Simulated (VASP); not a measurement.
# PbSe (a.eA) (Fm-3m) in VASP: a series of runs

The runs below take PbSe (a.eA) through single point, with PBEsol.

All numbers are computed with VASP 6.6.1; they aren't measurements. Logs are shortened: lines on timing, memory, paths and dates and some standing lists are left out, and cuts for length are marked.

**1. The cell of the first run**

It takes space group Fm-3m (No. 225, cubic). Conventional cell: a = 6.103 Å, b = 6.103 Å, c = 6.103 Å, α = 90.00°, β = 90.00°, γ = 90.00°. Within 4.0 Å of Pb (site symmetry m-3m) lie 6 Se at 3.05 Å. Within 4.0 Å of Se (site symmetry m-3m) lie 6 Pb at 3.05 Å.

**2. Single point, PBEsol**

Contents of INCAR:

```
SYSTEM = PbSe
PREC     = Accurate       ! precision mode
ENCUT    = 500            ! plane-wave cutoff, eV
EDIFF    = 1E-6           ! SCF threshold, eV
ISMEAR   = 0              ! smearing method
SIGMA    = 0.1            ! smearing width, eV
LREAL    = .False.        ! projectors in reciprocal space
LASPH    = .True.         ! aspherical terms in the spheres
NELM     = 120            ! most SCF steps
ALGO     = Normal         ! electronic algorithm
ISIF     = 2              ! what is computed and relaxed
LWAVE    = .False.        ! write WAVECAR
LCHARG   = .True.         ! write CHGCAR
GGA      = PS             ! functional
LELF     = .True.         ! ELF
LVHAR    = .True.       
NBANDS   = 28             ! bands
GGA_COMPAT= .False.
```

Contents of KPOINTS:

```
Automatic mesh
0
Gamma
  4 4 4
  0 0 0
```

Contents of POSCAR:

```
PbSe
1.0
    4.3154641135      0.0000000000      0.0000000000
    0.0000000000      4.3154641135      0.0000000000
    0.0000000000      0.0000000000      6.1029878785
Pb Se
2 2
Direct
    0.0000000000      0.0000000000      0.0000000000
    0.5000000000      0.5000000000      0.5000000000
    0.5000000000      0.5000000000      0.0000000000
    0.0000000000      1.0000000000      0.5000000000
```

Potentials or basis: VASP PAW PBE potentials, release 64 (Pb_d, Se).

Started as:

```sh
> cat potpaw_PBE.64/Pb_d/POTCAR potpaw_PBE.64/Se/POTCAR > POTCAR
> mpirun -np 1 vasp_std > vasp.out
```

OUTCAR:

```text
SYSTEM = PbSe
   PREC = Accurate
   ENCUT = 500
   EDIFF = 1E-6
   ISMEAR = 0
   LREAL = .False.
   LASPH = .True.
   NELM = 120
   ISIF = 2
   GGA = PS

 ion  position               nearest neighbor table
   1  0.000  0.000  0.000-   3 3.05   3 3.05   3 3.05   3 3.05   4 3.05   4 3.05
   2  0.500  0.500  0.500-   4 3.05   4 3.05   4 3.05   4 3.05   3 3.05   3 3.05
   3  0.500  0.500  0.000-   1 3.05   1 3.05   1 3.05   1 3.05   2 3.05   2 3.05
   4  0.000  0.000  0.500-   2 3.05   2 3.05   2 3.05   2 3.05   1 3.05   1 3.05

  LATTYP: Found a simple tetragonal cell.
 ALAT       =     4.3154641135
 C/A-ratio  =     1.4142135627

  Lattice vectors:

 A1 = (   4.3154641135,   0.0000000000,   0.0000000000)
 A2 = (   0.0000000000,   4.3154641135,   0.0000000000)
 A3 = (   0.0000000000,   0.0000000000,   6.1029878785)

Analysis of symmetry for initial positions (statically):
=====================================================================
 Subroutine PRICEL returns following result:

  LATTYP: Found a face centered cubic cell.
 ALAT       =     6.1029878779

  Lattice vectors:

 A1 = (  -2.1577320567,  -2.1577320567,  -3.0514939392)
 A2 = (   2.1577320567,  -2.1577320567,  -3.0514939392)
 A3 = (   0.0000000000,  -4.3154641135,   0.0000000000)

   2 primitive cells build up your supercell.

 Routine SETGRP: Setting up the symmetry group for a
 simple tetragonal supercell.

 Subroutine GETGRP returns: Found 16 space group operations
 (whereof 16 operations were pure point group operations)
 out of a pool of 16 trial point group operations.

The static configuration has the point symmetry D_4h.

Analysis of symmetry for dynamics (positions and initial velocities):
=====================================================================
 Subroutine PRICEL returns following result:

  LATTYP: Found a face centered cubic cell.
 ALAT       =     6.1029878779

  Lattice vectors:

 A1 = (  -2.1577320567,  -2.1577320567,  -3.0514939392)
 A2 = (   2.1577320567,  -2.1577320567,  -3.0514939392)
 A3 = (   0.0000000000,  -4.3154641135,   0.0000000000)

   2 primitive cells build up your supercell.

 Routine SETGRP: Setting up the symmetry group for a
[... 92 lines left out ...]
   ICHARG =      2    charge: 1-file 2-atom 10-const
   ISPIN  =      1    spin polarized calculation?
   LNONCOLLINEAR =      F non collinear calculations
   LSORBIT =      F    spin-orbit coupling
   LASPH  =      T    aspherical Exc in radial PAW
   ENCUT  =  500.0 eV  36.75 Ry    6.06 a.u.   7.87  7.87 11.13*2*pi/ulx,y,z
   NELM   =    120;   NELMIN=  2; NELMDL= -5     # of ELM steps
   EDIFF  = 0.1E-05   stopping-criterion for ELM
   LREAL  =      F    real-space projection
   EDIFFG = 0.1E-04   stopping-criterion for IOM
   NSW    =      0    number of steps for IOM
   IBRION =     -1    ionic relax: 0-MD 1-quasi-New 2-CG
   NFREE  =      0    steps in history (QN), initial steepest desc. (CG)
   ISIF   =      2    stress and relaxation
   ISYM   =      2    0-nonsym 1-usesym 2-fastsym
   POTIM  = 0.5000    time-step for ionic-motion
   TEBEG  =    0.0;   TEEND  =   0.0 temperature during run
   PSTRESS=    0.0 pullay stress
   NELECT =      40.0000    total number of electrons
   NUPDOWN=      -1.0000    fix difference up-down
   EMIN   =  10.00;   EMAX   =-10.00  energy-range for DOS
   EFERMI =   0.00;   METHOD = LEGACY
   ISMEAR =     0;   SIGMA  =   0.10  broadening in eV -4-tet -1-fermi 0-gaus
   EFERMI_NEDOS =   21; number of points for ismear=-14 and -15
   IALGO  =     38    algorithm
   IMIX   =      4    mixing-type and parameters
     AMIX     =   0.40;   BMIX     =  1.00
     AMIX_MAG =   1.60;   BMIX_MAG =  1.00
  volume/ion in A,a.u.               =      28.41       191.75
  Fermi-wavevector in a.u.,A,eV,Ry     =   1.155834  2.184210 18.176749  1.335953
  Thomas-Fermi vector in A             =   2.292460
   LORBIT       =      0    0 simple, 1 ext, 2 COOP (PROOUT), +10 PAW based schemes
   GGA     = PS    functional components
   LHFCALC =     F    Hartree Fock is set to
   AEXX    =    0.0000 exact exchange contribution
   IVDW    =     0    specifies the selected vdW correction
   LEPSILON=     F    determine dielectric tensor
   LRPA    =     F    only Hartree local field effects (RPA)
 non-spin polarized calculation
 Gauss-broadening in eV      SIGMA  =   0.10
  energy-cutoff  :      500.00
  volume of cell :      113.66
 maximum number of plane-waves:      2916
 NGX is ok and might be reduce to    32
   NGX = 15   NGY = 15   NGZ = 23

 number of electron      40.0000014 magnetization

 Free energy of the ion-electron system (eV)
  ---------------------------------------------------
  ext. energy  EPLUGINS =         0.00000000
  ---------------------------------------------------
  free energy    TOTEN  =       -17.80707256 eV

  energy without entropy =      -17.80375543  energy(sigma->0) =      -17.80541400

 E-fermi :   5.1127     XC(G=0):  -9.7626

 val. band max:        5.0258633830   @ k =   0.5000   0.0000   0.5000
 cond. band min:       5.1995600100   @ k =   0.5000   0.0000   0.5000
 fundamental gap:      0.1736966270
 Fermi energy:         5.1127116965

 k-point     1 :       0.0000    0.0000    0.0000
  band No.  band energies     occupation
      1     -11.8778      2.00000
      2     -11.7581      2.00000
      3     -11.7397      2.00000
      4     -11.7397      2.00000
      5     -11.7390      2.00000
      6     -11.7386      2.00000
[... 547 lines left out ...]
     27      12.7040      0.00000
     28      12.7040      0.00000

------------------------ aborting loop because EDIFF is reached ----------------------------------------

  FORCE on cell =-STRESS in cart. coord.  units (eV):
  Direction    XX          YY          ZZ          XY          YZ          ZX
  --------------------------------------------------------------------------------------
  -------------------------------------------------------------------------------------
  Total       -0.0089383     -0.0089383     -0.0362503      0.0000000      0.0000000     -0.0000000
  in kB       -0.1259987     -0.1259987     -0.5110043      0.0000000      0.0000000     -0.0000000
  external PRESSURE =      -0.2543339 kB  Pullay stress =       0.0000000 kB

 VOLUME and BASIS-vectors are now :
 -----------------------------------------------------------------------------
  energy-cutoff  :      500.00
  volume of cell :      113.66
      direct lattice vectors                 reciprocal lattice vectors
     4.315464114  0.000000000  0.000000000     0.231724786  0.000000000  0.000000000
     0.000000000  4.315464114  0.000000000     0.000000000  0.231724786  0.000000000
     0.000000000  0.000000000  6.102987878     0.000000000  0.000000000  0.163854168

 POSITION                                       TOTAL-FORCE (eV/Angst)
 -----------------------------------------------------------------------------------
      0.00000      0.00000      0.00000         0.000000      0.000000     -0.000000
      2.15773      2.15773      3.05149         0.000000      0.000000      0.000000
      2.15773      2.15773      0.00000        -0.000000     -0.000000     -0.000000
      0.00000      0.00000      3.05149         0.000000      0.000000     -0.000000
 -----------------------------------------------------------------------------------
    total drift:                                0.000000      0.000000     -0.000000

  FREE ENERGIE OF THE ION-ELECTRON SYSTEM (eV)
  ---------------------------------------------------
  free  energy   TOTEN  =       -17.8070725625 eV

  energy  without entropy=      -17.8037554299  energy(sigma->0) =      -17.80541400
```

OSZICAR:

```text
N       E                     dE             d eps       ncg     rms          rms(c)
DAV:   1     0.400970501420E+03    0.40097E+03   -0.18299E+04  1008   0.145E+03
DAV:   2     0.243596345638E+02   -0.37661E+03   -0.36579E+03  1020   0.384E+02
DAV:   3    -0.165694639415E+02   -0.40929E+02   -0.40119E+02  1324   0.146E+02
DAV:   4    -0.182635685325E+02   -0.16941E+01   -0.16891E+01  1184   0.317E+01
DAV:   5    -0.183274072939E+02   -0.63839E-01   -0.63835E-01  1400   0.645E+00    0.374E+00
DAV:   6    -0.178170598430E+02    0.51035E+00   -0.10909E+00  1368   0.702E+00    0.206E+00
DAV:   7    -0.178070965479E+02    0.99633E-02   -0.25127E-01  1256   0.206E+00    0.119E+00
DAV:   8    -0.178098581897E+02   -0.27616E-02   -0.39404E-02  1332   0.171E+00    0.403E-01
DAV:   9    -0.178069286939E+02    0.29295E-02   -0.10005E-02  1368   0.843E-01    0.706E-02
DAV:  10    -0.178070697741E+02   -0.14108E-03   -0.83916E-04  1216   0.127E-01    0.219E-02
DAV:  11    -0.178070727078E+02   -0.29336E-05   -0.28018E-05  1384   0.422E-02    0.904E-03
DAV:  12    -0.178070725625E+02    0.14525E-06   -0.34174E-06   816   0.203E-02
   1 F= -.17807073E+02 E0= -.17805414E+02  d E =-.331713E-02
```

Wall time 64 s (1 thread of Intel Xeon 8259CL, shared host); peak memory 0.23 GiB.

What came out:

```
Free energy            : -17.8071 eV
Pressure               : 0.0 GPa
Band gap on the k mesh : 0.17 eV
```

Caveat: the PAW data sets were made with another functional, which shifts forces and pressure a little; spin-orbit coupling is left out, which moves the levels of the heavy elements.

[end of part 1 of 2]
